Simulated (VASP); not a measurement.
Wanted: the native input for a VASP 6.6.1 run.

| Quantity | Value |
| --- | --- |
| Task | single point |
| Functional | r2SCAN |
| Potentials or basis | VASP PAW PBE potentials, release 64 (Ba_sv, Ti_sv, O) |
| Cutoff | 520 eV |
| k mesh | 3 × 2 × 2, shifted |
| Occupations | gaussian, width 0.1 eV |
| Spin | no spin polarisation |
| Dipole correction | no |
| Further INCAR settings | LREAL = Auto; ALGO = Normal; EDIFF = 1e-06; NBANDS = 85; ISYM = 0 |

Crystal: Ba4Ti4O9.

```
CELL_PARAMETERS angstrom
4.08697 3.96858 -4.15692
-4.09630 3.97235 4.15155
4.04781 -3.97791 4.11009
ATOMIC_POSITIONS crystal
Ba 0.50206 0.50599 0.01245
Ba 0.48664 0.99687 0.48789
Ba 0.00368 0.00294 0.01405
Ba 0.98656 0.49557 0.48973
Ti 0.48273 0.51073 0.50973
Ti 0.47771 0.97456 0.96657
Ti 0.00967 0.01772 0.54117
Ti 0.97635 0.47961 0.97521
O 0.52072 0.75758 0.77507
O 0.00306 0.25870 0.74487
O 0.75498 0.75543 0.49822
O 0.75543 0.26018 0.01256
O 0.25056 0.24955 0.49817
O 0.26251 0.76443 0.01271
O 0.25977 0.50165 0.26036
O 0.25579 0.00471 0.75101
O 0.75725 0.50460 0.76166
```

One way to write it, as run:

POSCAR

```
Ba4Ti4O9
1.0
    4.0869697248      3.9685823072     -4.1569170459
   -4.0962968741      3.9723517868      4.1515493436
    4.0478132649     -3.9779094565      4.1100906611
Ba Ti O
4 4 9
Direct
    0.5020570694      0.5059926276      1.0124466830
    0.4866406699      0.9968683237      0.4878948214
    0.0036839071      1.0029376290      0.0140496661
   -0.0134449663      0.4955742163      0.4897285229
    0.4827319206      0.5107255276      0.5097251280
    0.4777058665      0.9745555543      0.9665703357
    0.0096685174      1.0177228342      0.5411728390
    0.9763487627      0.4796081345      0.9752089422
    0.5207244440      0.7575822633      0.7750685347
    1.0030625553      0.2586969851      0.7448654464
    0.7549827263      0.7554311618      0.4982224714
    0.7554307919      0.2601765090      0.0125649353
    0.2505577249      0.2495480443      0.4981749611
    0.2625064514      0.7644274515      0.0127069729
    0.2597655965      0.5016532350      0.2603559716
    0.2557867385      0.0047085474      0.7510107028
    0.7572473652      0.5046042934      0.7616587149
```

INCAR.step1

```
PREC     = Accurate       # precision mode
ENCUT    = 520            # plane-wave cutoff, eV
ISMEAR   = 0              # smearing method
SIGMA    = 0.1            # smearing width, eV
LREAL    = Auto         
LASPH    = True           # aspherical terms in the spheres
NELM     = 60             # most SCF steps
ISYM     = 0            
NBANDS   = 85             # bands
GGA      = PE             # functional
ALGO     = Normal         # electronic algorithm
EDIFF    = 1E-4           # SCF threshold, eV
LWAVE    = True           # write WAVECAR
LCHARG   = False          # write CHGCAR
```

INCAR.step2

```
PREC     = Accurate       # precision mode
ENCUT    = 520            # plane-wave cutoff, eV
EDIFF    = 1E-6           # SCF threshold, eV
ISMEAR   = 0              # smearing method
SIGMA    = 0.1            # smearing width, eV
LREAL    = Auto         
LASPH    = True           # aspherical terms in the spheres
NELM     = 60             # most SCF steps
ALGO     = Normal         # electronic algorithm
ISIF     = 2              # what is computed and relaxed
LWAVE    = False          # write WAVECAR
LCHARG   = False          # write CHGCAR
METAGGA  = R2SCAN         # meta-GGA
LMIXTAU  = True         
ISYM     = 0            
NBANDS   = 85             # bands
ISTART   = 1
```

KPOINTS

```
Automatic mesh
0
Gamma
  3 2 2
  0 0.5 0.5
```

Potentials or basis: VASP PAW PBE potentials, release 64 (Ba_sv, Ti_sv, O).

Command:

```console
$ cat potpaw_PBE.64/Ba_sv/POTCAR potpaw_PBE.64/Ti_sv/POTCAR potpaw_PBE.64/O/POTCAR > POTCAR
$ cp INCAR.step1 INCAR
$ mpirun -np 1 vasp_std > vasp.out
$ cp INCAR.step2 INCAR
$ mpirun -np 1 vasp_std > vasp.out
```

It gave:

```yaml
Pressure: 1.5 GPa
Largest_force: 0.165 eV/Å
Band_gap_on_the_k_mesh: zero (bands 71 and 72 overlap by 0.01 eV)
```

Caveat: the k points lie up to 0.48 Å⁻¹ apart; the PAW data sets were made with another functional, which shifts forces and pressure a little; spin-orbit coupling is left out, which moves the levels of the heavy elements; semilocal functionals often make such compounds metallic where correlation or magnetic order opens a gap, which also shifts bond lengths.

Wall time 9 min on 1 thread of Intel(R) Xeon(R) Platinum 8559C (Emerald Rapids) (shared host), peak memory 0.47 GiB.
